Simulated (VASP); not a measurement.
# La2SnO4 (P1) in VASP: single point with PBE

Aim: the single point of La2SnO4 with PBE.

Everything below comes from runs of VASP 6.6.1. Logs are shortened: lines on timing, memory, paths and dates and some standing lists are left out, and cuts for length are marked.

### Step 1. The cell of the first run

The typed cell holds 7 atoms: a = 3.958 Å, b = 3.973 Å, c = 9.434 Å, α = 88.68°, β = 89.84°, γ = 60.26°.

### Step 2. Single point, PBE

INCAR

```
SYSTEM = La2SnO4
PREC = Accurate
ENCUT = 520
EDIFF = 1E-7
ISMEAR = 0
SIGMA = 0.02
LREAL = .False.
LASPH = .True.
NELM = 60
ALGO = Normal
ISIF = 2
LWAVE = .False.
LCHARG = .False.
GGA = PE
NBANDS = 39
```

KPOINTS

```
regular mesh
0
Gamma
  8 8 4
  0 0 0
```

POSCAR

```
La2SnO4
1.0
    3.9578670275      0.0020074973     -0.0065396174
    1.9690933021      3.4501982907     -0.0047996280
    0.0419505613      0.2384654843      9.4304074619
La Sn O
2 1 4
Direct
    0.8940202790      0.7787899927      0.6660509093
    0.2162144051      0.1404953029      0.3366579921
    0.7042201049      0.1726429671      0.0027868468
    0.8847966766      0.8010776632      0.4059413380
    0.2215184316      0.1260683472      0.5925287518
    0.5375221586      0.4975455300      0.1808689216
    0.5417079440      0.4833801971      0.8151652403
```

Potentials or basis: VASP PAW PBE potentials, release 64 (La, Sn_d, O).

On the command line:

```bash
$ cat potpaw_PBE.64/La/POTCAR potpaw_PBE.64/Sn_d/POTCAR potpaw_PBE.64/O/POTCAR > POTCAR
$ mpirun -np 1 vasp_std > vasp.out
```

OUTCAR:

```text
SYSTEM = La2SnO4
   PREC = Accurate
   ENCUT = 520
   EDIFF = 1E-7
   ISMEAR = 0
   LREAL = .False.
   LASPH = .True.
   NELM = 60
   ISIF = 2
   GGA = PE

 ion  position               nearest neighbor table
   1  0.894  0.779  0.666-   5 2.37   5 2.41   5 2.41   4 2.45   7 2.61   7 2.62   3 3.49
   2  0.216  0.140  0.337-   4 2.38   4 2.38   4 2.39   5 2.41   6 2.69   6 2.73   6 2.74   3 3.72

   3  0.704  0.173  0.003-   6 2.04   7 2.05   1 3.49   2 3.72
   4  0.885  0.801  0.406-   2 2.38   2 2.38   2 2.39   1 2.45
   5  0.222  0.126  0.593-   1 2.37   1 2.41   1 2.41   2 2.41
   6  0.538  0.498  0.181-   3 2.04   2 2.69   2 2.73   2 2.74
   7  0.542  0.483  0.815-   3 2.05   1 2.61   1 2.62

  LATTYP: Found a triclinic cell.
 ALAT       =     3.9725583336
 B/A-ratio  =     0.9963032905
 C/A-ratio  =     2.3746700457
 COS(alpha) =     0.0028080235
 COS(beta)  =     0.0229510600
 COS(gamma) =     0.4961156319

  Lattice vectors:

 A1 = (  -1.9690933021,  -3.4501982907,   0.0047996280)
 A2 = (  -3.9578670275,  -0.0020074973,   0.0065396174)
 A3 = (  -0.0419505613,  -0.2384654843,  -9.4304074619)

Analysis of symmetry for initial positions (statically):
=====================================================================
 Subroutine PRICEL returns:
 Original cell was already a primitive cell.

 Routine SETGRP: Setting up the symmetry group for a
 triclinic supercell.

 Subroutine GETGRP returns: Found  1 space group operations
 (whereof  1 operations were pure point group operations)
 out of a pool of  2 trial point group operations.

The static configuration has the point symmetry C_1 .

Analysis of symmetry for dynamics (positions and initial velocities):
=====================================================================
 Subroutine PRICEL returns:
 Original cell was already a primitive cell.

 Routine SETGRP: Setting up the symmetry group for a
 triclinic supercell.

 Subroutine GETGRP returns: Found  1 space group operations
 (whereof  1 operations were pure point group operations)
 out of a pool of  2 trial point group operations.

The dynamic configuration has the point symmetry C_1 .

 Subroutine INISYM returns: Found  1 space group operations
 (whereof  1 operations are pure point group operations),
 and found     1 'primitive' translations

----------------------------------------------------------------------------------------

                                     Primitive cell

  volume of cell :     128.7414
[... 99 lines left out ...]
   EDIFF  = 0.1E-06   stopping-criterion for ELM
   LREAL  =      F    real-space projection
   EDIFFG = 0.1E-05   stopping-criterion for IOM
   NSW    =      0    number of steps for IOM
   IBRION =     -1    ionic relax: 0-MD 1-quasi-New 2-CG
   NFREE  =      0    steps in history (QN), initial steepest desc. (CG)
   ISIF   =      2    stress and relaxation
   ISYM   =      2    0-nonsym 1-usesym 2-fastsym
   POTIM  = 0.5000    time-step for ionic-motion
   TEBEG  =    0.0;   TEEND  =   0.0 temperature during run
   PSTRESS=    0.0 pullay stress
   NELECT =      60.0000    total number of electrons
   NUPDOWN=      -1.0000    fix difference up-down
   EMIN   =  10.00;   EMAX   =-10.00  energy-range for DOS
   EFERMI =   0.00;   METHOD = LEGACY
   ISMEAR =     0;   SIGMA  =   0.02  broadening in eV -4-tet -1-fermi 0-gaus
   EFERMI_NEDOS =   21; number of points for ismear=-14 and -15
   IALGO  =     38    algorithm
   IMIX   =      4    mixing-type and parameters
     AMIX     =   0.40;   BMIX     =  1.00
     AMIX_MAG =   1.60;   BMIX_MAG =  1.00
  volume/ion in A,a.u.               =      18.39       124.11
  Fermi-wavevector in a.u.,A,eV,Ry     =   1.269266  2.398564 21.919468  1.611035
  Thomas-Fermi vector in A             =   2.402316
   LORBIT       =      0    0 simple, 1 ext, 2 COOP (PROOUT), +10 PAW based schemes
   GGA     = PE    functional components
   LHFCALC =     F    Hartree Fock is set to
   AEXX    =    0.0000 exact exchange contribution
   IVDW    =     0    specifies the selected vdW correction
   LEPSILON=     F    determine dielectric tensor
   LRPA    =     F    only Hartree local field effects (RPA)
 non-spin polarized calculation
 Gauss-broadening in eV      SIGMA  =   0.02
  energy-cutoff  :      520.00
  volume of cell :      128.74
 maximum number of plane-waves:      3506
 NGX is ok and might be reduce to    30
   NGX = 15   NGY = 15   NGZ = 35

 number of electron      59.9999989 magnetization

 Free energy of the ion-electron system (eV)
  ---------------------------------------------------
  ext. energy  EPLUGINS =         0.00000000
  ---------------------------------------------------
  free energy    TOTEN  =       -52.63139989 eV

  energy without entropy =      -52.63139989  energy(sigma->0) =      -52.63139989

 E-fermi :   5.6071     XC(G=0):  -9.8854

 val. band max:        5.4651835720   @ k =   0.0000   0.5000   0.5000
 cond. band min:       6.4498445636   @ k =   0.5000   0.5000  -0.0000
 fundamental gap:      0.9846609916
 Fermi energy:         5.6071028015

 k-point     1 :       0.0000    0.0000    0.0000
  band No.  band energies     occupation
      1     -25.0482      2.00000
      2     -24.9181      2.00000
      3     -15.3217      2.00000
      4     -15.1821      2.00000
      5     -15.1411      2.00000
      6     -15.0887      2.00000
[... 997 lines left out ...]
     38      10.0327      0.00000
     39      10.1048      0.00000

 [... further k-points ...]
[... 5 lines left out ...]
  --------------------------------------------------------------------------------------
  -------------------------------------------------------------------------------------
  Total       -0.2138368     -0.1110445      0.0118911      0.0188877     -0.0145301     -0.0091946
  in kB       -2.6611842     -1.3819407      0.1479836      0.2350564     -0.1808266     -0.1144258
  external PRESSURE =      -1.2983804 kB  Pullay stress =       0.0000000 kB

 VOLUME and BASIS-vectors are now :
 -----------------------------------------------------------------------------
  energy-cutoff  :      520.00
  volume of cell :      128.74
      direct lattice vectors                 reciprocal lattice vectors
     3.957867027  0.002007497 -0.006539617     0.252738673 -0.144239222  0.002523067
     1.969093302  3.450198291 -0.004799628    -0.000159164  0.289919054 -0.007330437
     0.041950561  0.238465484  9.430407462     0.000175183  0.000047531  0.106037976

 POSITION                                       TOTAL-FORCE (eV/Angst)
 -----------------------------------------------------------------------------------
      5.09986      2.84760      6.27155         0.007143     -0.006619     -0.022073
      1.14652      0.56545      3.17273        -0.003519     -0.008941      0.012774
      3.12728      0.59773      0.02085        -0.004333     -0.070765      0.001253
      5.09633      2.86246      3.81856        -0.002177      0.001345      0.000657
      1.14984      0.57670      5.58573         0.003291      0.010219      0.004533
      3.11474      1.76084      1.69976        -0.000150      0.039288      0.052190
      3.13003      1.86323      7.68148        -0.000255      0.035474     -0.049335
 -----------------------------------------------------------------------------------
    total drift:                                0.000167      0.000261     -0.000127

  FREE ENERGIE OF THE ION-ELECTRON SYSTEM (eV)
  ---------------------------------------------------
  free  energy   TOTEN  =       -52.6313998874 eV

  energy  without entropy=      -52.6313998874  energy(sigma->0) =      -52.63139989
```

OSZICAR:

```text
N       E                     dE             d eps       ncg     rms          rms(c)
DAV:   1     0.779437633933E+03    0.77944E+03   -0.24870E+04 10623   0.238E+03
DAV:   2     0.191610126855E+03   -0.58783E+03   -0.53457E+03 12151   0.463E+02
DAV:   3    -0.256648380388E+02   -0.21727E+03   -0.21028E+03 15176   0.265E+02
[... 12 lines left out ...]
DAV:  16    -0.526313993031E+02    0.49221E-05   -0.82981E-05 16752   0.514E-02    0.469E-03
DAV:  17    -0.526314000540E+02   -0.75090E-06   -0.84966E-06 17712   0.214E-02    0.237E-03
DAV:  18    -0.526314000630E+02   -0.89858E-08   -0.10978E-06 16296   0.771E-03    0.294E-03
DAV:  19    -0.526313999253E+02    0.13769E-06   -0.42234E-07 10736   0.539E-03    0.168E-03
DAV:  20    -0.526313998874E+02    0.37939E-07   -0.16746E-07  8656   0.450E-03
   1 F= -.52631400E+02 E0= -.52631400E+02  d E =-.597487E-26
```

stdout:

```text
POSCAR found type information on POSCAR LaSnO
 POSCAR found :  3 types and       7 ions
 scaLAPACK will be used
 LDA part: xc-table for (Slater+PW92), standard interpolation
 POSCAR, INCAR and KPOINTS ok, starting setup
 FFT: planning ... GRIDC
 FFT: planning ... GRID_SOFT
 FFT: planning ... GRID
 WAVECAR not read
 entering main loop
```

Run time: 36 min. Hardware: 1 thread of Intel Xeon 8259CL, shared host; peak memory 0.72 GiB.

What came out:

| Property | Result |
| --- | --- |
| Free energy | -52.6314 eV |
| Pressure | -0.1 GPa |
| Largest force | 0.071 eV/Å |
| Band gap on the k mesh | 0.98 eV (least direct gap 1.27 eV) |

Forces on the atoms (eV/Å):
```
La   0.007 -0.007 -0.022
La  -0.004 -0.009  0.013
Sn  -0.004 -0.071  0.001
O   -0.002  0.001  0.001
O    0.003  0.010  0.005
O    0.000  0.039  0.052
O    0.000  0.035 -0.049
```

Stress tensor (GPa, compression positive):
```
-0.27  0.02 -0.01
 0.02 -0.14 -0.02
-0.01 -0.02  0.01
```

Levels at points of the mesh, in eV from the valence-band top:
```
           k point  band 27  band 28  band 29  band 30  band 31  band 32  band 33  band 34
(0.00, 0.00, 0.00)    -1.51    -1.37    -1.26    -1.15     3.50     3.82     4.04     4.49
(0.50, 0.00, 0.00)    -1.36    -1.15    -1.11    -0.33     1.00     3.64     4.09     4.19
(0.00, 0.50, 0.00)    -1.43    -1.13    -1.12    -0.09     2.42     3.69     4.03     4.25
(0.50, 0.50, 0.00)    -1.35    -1.15    -1.12    -0.37     0.98     3.64     4.08     4.18
(0.00, 0.00, 0.50)    -1.52    -1.43    -1.42    -0.65     3.13     3.99     4.06     4.37
(0.50, 0.00, 0.50)    -1.42    -1.27    -1.15    -0.24     1.03     3.73     4.06     4.18
(0.00, 0.50, 0.50)    -1.44    -1.30    -1.15     0.00     2.50     3.74     4.05     4.26
(0.50, 0.50, 0.50)    -1.42    -1.27    -1.15    -0.27     1.02     3.73     4.05     4.18
```

Caveat: spin-orbit coupling is left out, which moves the levels of the heavy elements. A k mesh can miss the band edges.
